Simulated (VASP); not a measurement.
# NaI (P2/m) in VASP: further runs, part 2 of 2

VASP 6.6.1.

## Step 5: Single point, PBE+D3(BJ) (engineering shear strain xz -0.3000, normal strain along z +0.0733)

The input, INCAR:

```
SYSTEM = NaI
PREC     = Accurate       ! precision mode
ENCUT    = 520            ! plane-wave cutoff, eV
EDIFF    = 1E-6           ! SCF threshold, eV
ISMEAR   = 0              ! smearing method
SIGMA    = 0.05           ! smearing width, eV
LREAL    = .False.        ! projectors in reciprocal space
LASPH    = .True.         ! aspherical terms in the spheres
NELM     = 80             ! most SCF steps
ALGO     = Normal         ! electronic algorithm
ISIF     = 2              ! what is computed and relaxed
LWAVE    = .False.        ! write WAVECAR
LCHARG   = .False.        ! write CHGCAR
GGA      = PE             ! functional
IVDW     = 12             ! dispersion correction
NBANDS   = 22             ! bands
```

The input, KPOINTS:

```
Automatic mesh
0
Gamma
  6 8 4
  0 0 0
```

The input, POSCAR:

```
NaI
1.0
    4.7722534545      0.0000000000     -0.7158380182
    0.0000000000      4.1018944388      0.0000000000
   -1.0160667574      0.0000000000      7.2702963380
Na I
2 2
Direct
    0.2500000000      0.5000000000      0.2499880837
    0.7500000000      0.5000000000      0.7500119163
    0.2500000000      0.0000000000      0.7499134626
    0.7500000000      0.0000000000      0.2500865374
```

Potentials or basis: VASP PAW PBE potentials, release 64 (Na_pv, I).

On the command line:

```console
$ cat potpaw_PBE.64/Na_pv/POTCAR potpaw_PBE.64/I/POTCAR > POTCAR
$ mpirun -np 1 vasp_std > vasp.out
```

OUTCAR:

```text
SYSTEM = NaI
   PREC = Accurate
   ENCUT = 520
   EDIFF = 1E-6
   ISMEAR = 0
   LREAL = .False.
   LASPH = .True.
   NELM = 80
   ISIF = 2
   GGA = PE
   IVDW = 12
 IVDW          = 12

 ion  position               nearest neighbor table
   1  0.250  0.500  0.250-   4 3.17   4 3.17   4 3.17   4 3.17
   2  0.750  0.500  0.750-   3 3.17   3 3.17   3 3.17   3 3.17
   3  0.250  0.000  0.750-   2 3.17   2 3.17   2 3.17   2 3.17
   4  0.750  0.000  0.250-   1 3.17   1 3.17   1 3.17   1 3.17

  LATTYP: Found a simple monoclinic cell.
[... 805 lines left out ...]
  Direction    XX          YY          ZZ          XY          YZ          ZX
  --------------------------------------------------------------------------------------
  -------------------------------------------------------------------------------------
  Total      -1.03938     0.04656     1.52628     0.00000     0.00000     3.22087
  in kB     -11.95160     0.53540    17.55037     0.00000     0.00000    37.03608
  external pressure =        2.04 kB  Pullay stress =        0.00 kB

 VOLUME and BASIS-vectors are now :
 -----------------------------------------------------------------------------
  energy-cutoff  :      520.00
  volume of cell :      139.33
      direct lattice vectors                 reciprocal lattice vectors
     4.772253455  0.000000000 -0.715838018     0.214031435  0.000000000  0.029912154
     0.000000000  4.101894439  0.000000000     0.000000000  0.243789794  0.000000000
    -1.016066757  0.000000000  7.270296338     0.021073672  0.000000000  0.140491145

 POSITION                                       TOTAL-FORCE (eV/Angst)
 -----------------------------------------------------------------------------------
      0.93906      2.05095      1.63853        -0.000091      0.000000      0.000259
      2.81713      2.05095      4.91593         0.000091     -0.000000     -0.000259
      0.43110      0.00000      5.27313         0.001181     -0.000000      0.002097
      3.32509      0.00000      1.28132        -0.001181     -0.000000     -0.002097
 -----------------------------------------------------------------------------------
    total drift:                                0.000000      0.000000     -0.000000

  FREE ENERGIE OF THE ION-ELECTRON SYSTEM (eV)
  ---------------------------------------------------
  free  energy   TOTEN  =       -10.7930677868 eV

  energy  without entropy=      -10.7930677867  energy(sigma->0) =      -10.79306779
```

OSZICAR:

```text
N       E                     dE             d eps       ncg     rms          rms(c)
DAV:   1     0.220634907471E+03    0.22063E+03   -0.12837E+04  3080   0.116E+03
DAV:   2     0.974461244122E+01   -0.21089E+03   -0.20129E+03  3432   0.291E+02
DAV:   3    -0.953074853448E+01   -0.19275E+02   -0.19145E+02  3854   0.941E+01
DAV:   4    -0.101157409239E+02   -0.58499E+00   -0.58462E+00  3902   0.170E+01
DAV:   5    -0.101342816145E+02   -0.18541E-01   -0.18540E-01  4256   0.285E+00    0.279E+00
DAV:   6    -0.987274668837E+01    0.26153E+00   -0.30675E-01  3600   0.246E+00    0.187E+00
DAV:   7    -0.980744455697E+01    0.65302E-01   -0.29994E-01  3856   0.227E+00    0.100E+00
DAV:   8    -0.981329518785E+01   -0.58506E-02   -0.25031E-02  3332   0.102E+00    0.341E-01
DAV:   9    -0.981283762629E+01    0.45756E-03   -0.97917E-04  3650   0.235E-01    0.947E-02
DAV:  10    -0.981312844401E+01   -0.29082E-03   -0.50242E-04  3416   0.152E-01    0.129E-02
DAV:  11    -0.981314541480E+01   -0.16971E-04   -0.32964E-05  3688   0.387E-02    0.470E-03
DAV:  12    -0.981315021310E+01   -0.47983E-05   -0.57018E-06  2864   0.166E-02    0.301E-03
DAV:  13    -0.981315048742E+01   -0.27433E-06   -0.46990E-07  3216   0.504E-03
   1 F= -.10793068E+02 E0= -.10793068E+02  d E =-.694403E-11
```

stdout:

```text
POSCAR found type information on POSCAR NaI
 POSCAR found :  2 types and       4 ions
 scaLAPACK will be used
 LDA part: xc-table for (Slater+PW92), standard interpolation
 POSCAR, INCAR and KPOINTS ok, starting setup
 FFT: planning ... GRIDC
 FFT: planning ... GRID_SOFT
 FFT: planning ... GRID
 WAVECAR not read
 entering main loop
```

It took 61 s on 1 thread of Intel Xeon 6975P-C (Granite Rapids), shared host; peak memory 0.35 GiB.

What came out:

```yaml
Free_energy: -10.7931 eV
Pressure: 0.2 GPa
Band_gap_on_the_k_mesh: 1.44 eV
Dispersion_energy_per_atom: -0.245 eV
```

Forces in eV/Å, atoms in the order of the input:
```
Na   0.000  0.000  0.000
Na   0.000  0.000  0.000
I    0.001  0.000  0.002
I   -0.001  0.000 -0.002
```

Levels at points of the mesh, in eV from the valence-band top:
```csv
k point,band 10,band 11,band 12,band 13,band 14,band 15,band 16,band 17,band 18,band 19
"(0.00, 0.00, 0.00)",-2.19,-2.18,-1.36,-0.84,-0.24,1.44,3.08,4.65,5.54,5.89
"(0.50, 0.00, 0.00)",-3.28,-2.10,-2.10,-1.06,-1.06,3.99,4.00,5.28,5.28,7.42
"(0.00, 0.50, 0.00)",-2.97,-2.88,-1.89,-1.85,0.00,2.87,3.67,4.42,4.87,5.53
"(0.50, 0.50, 0.00)",-3.11,-2.68,-2.68,-1.67,-1.67,2.79,2.79,4.94,4.94,6.17
"(0.00, 0.00, 0.50)",-2.32,-2.07,-2.07,-1.11,-1.11,2.66,2.66,4.88,4.88,5.93
"(0.50, 0.00, 0.50)",-3.57,-2.26,-1.24,-0.86,-0.40,2.78,4.22,5.05,5.99,6.09
"(0.00, 0.50, 0.50)",-3.37,-1.90,-1.90,-1.72,-1.71,3.87,3.87,4.53,4.53,5.82
"(0.50, 0.50, 0.50)",-3.08,-3.04,-2.80,-1.85,-0.11,1.94,3.16,4.52,5.45,5.70
```

Caveat: the cell differs from its parent crystal (engineering shear strain xz -0.3000, normal strain along z +0.0733); spin-orbit coupling is left out, which moves the levels of the heavy elements. A k mesh can miss the band edges.

## Step 6: Single point, PBE+D3(BJ) (engineering shear strain xz -0.2000, normal strain along z +0.0733)

The input, INCAR:

```
PREC = Accurate
ENCUT = 520
EDIFF = 1E-6
ISMEAR = 0
SIGMA = 0.05
LREAL = False
LASPH = True
NELM = 100
ALGO = Normal
ISIF = 2
LWAVE = False
LCHARG = False
GGA = PE
IVDW = 12
NBANDS = 22
```

The input, KPOINTS:

```
Automatic mesh
0
Gamma
  6 8 4
```

POSCAR, as its differences from that of step 5:

```diff
@@ -2,5 +2,5 @@
 1.0
-    4.7722534545      0.0000000000     -0.7158380182
+    4.7722534545      0.0000000000     -0.4772253455
     0.0000000000      4.1018944388      0.0000000000
-   -1.0160667574      0.0000000000      7.2702963380
+   -0.6773778383      0.0000000000      7.2702963380
 Na I
```

Potentials or basis: VASP PAW PBE potentials, release 64 (Na_pv, I).

On the command line:

```console
$ cat potpaw_PBE.64/Na_pv/POTCAR potpaw_PBE.64/I/POTCAR > POTCAR
$ mpirun -np 1 vasp_std > vasp.out
```

Wall time 58 s (1 thread of Intel Xeon 6975P-C (Granite Rapids), shared host); peak memory 0.35 GiB.

Results (log left out):

```
Free energy                : -11.0457 eV
Pressure                   : -0.2 GPa
Band gap on the k mesh     : 2.05 eV
Dispersion energy per atom : -0.242 eV
```

Stress tensor (GPa, compression positive):
```
-1.03  0.00  2.26
 0.00  0.17  0.00
 2.26  0.00  0.17
```

Levels at points of the mesh, in eV from the valence-band top:
```
           k point  band 11  band 12  band 13  band 14  band 15  band 16  band 17  band 18
(0.00, 0.00, 0.00)    -1.60    -0.94    -0.52    -0.25     2.05     3.39     5.20     6.20
(0.50, 0.00, 0.00)    -1.76    -1.76    -0.68    -0.68     4.60     4.61     5.75     5.76
(0.00, 0.50, 0.00)    -2.40    -1.56    -1.32     0.00     3.29     4.32     4.73     5.56
(0.50, 0.50, 0.00)    -2.26    -2.26    -1.32    -1.32     3.39     3.39     5.07     5.07
(0.00, 0.00, 0.50)    -1.68    -1.68    -0.74    -0.74     3.30     3.30     5.17     5.17
(0.50, 0.00, 0.50)    -1.69    -0.80    -0.56    -0.48     3.43     4.47     5.83     6.23
(0.00, 0.50, 0.50)    -1.48    -1.48    -1.36    -1.36     4.30     4.30     5.11     5.11
(0.50, 0.50, 0.50)    -2.58    -2.54    -1.30    -0.18     2.57     3.37     5.18     6.21
```

Caveat: the cell differs from its parent crystal (engineering shear strain xz -0.2000, normal strain along z +0.0733); spin-orbit coupling is left out, which moves the levels of the heavy elements. A k mesh can miss the band edges.

## Step 7: Summary

```tsv
cell	gap on the mesh (eV)	pressure (GPa)
a = 4.826, b = 4.102, c = 7.096 Å, angles 90.0, 106.8, 90.0°, 4 atoms	1.16	0.7
a = 4.796, b = 4.102, c = 7.055 Å, angles 90.0, 101.2, 90.0°, 4 atoms	1.87	0.1
a = 4.778, b = 4.102, c = 7.031 Å, angles 90.0, 95.6, 90.0°, 4 atoms	2.36	-0.2
a = 4.826, b = 4.102, c = 7.341 Å, angles 90.0, 106.5, 90.0°, 4 atoms	1.44	0.2
a = 4.796, b = 4.102, c = 7.302 Å, angles 90.0, 101.0, 90.0°, 4 atoms	2.05	-0.2
```

Alike in all rows: task single point; level PBE+D3(BJ); potentials or basis VASP PAW PBE potentials, release 64 (Na_pv, I); no spin polarisation; k mesh 6 × 8 × 4; cutoff (eV) 520; smearing gaussian 0.05 eV.

Caveats: spin-orbit coupling is left out, which moves the levels of the heavy elements.

Absolute energies hang on the potentials; compare differences alone.
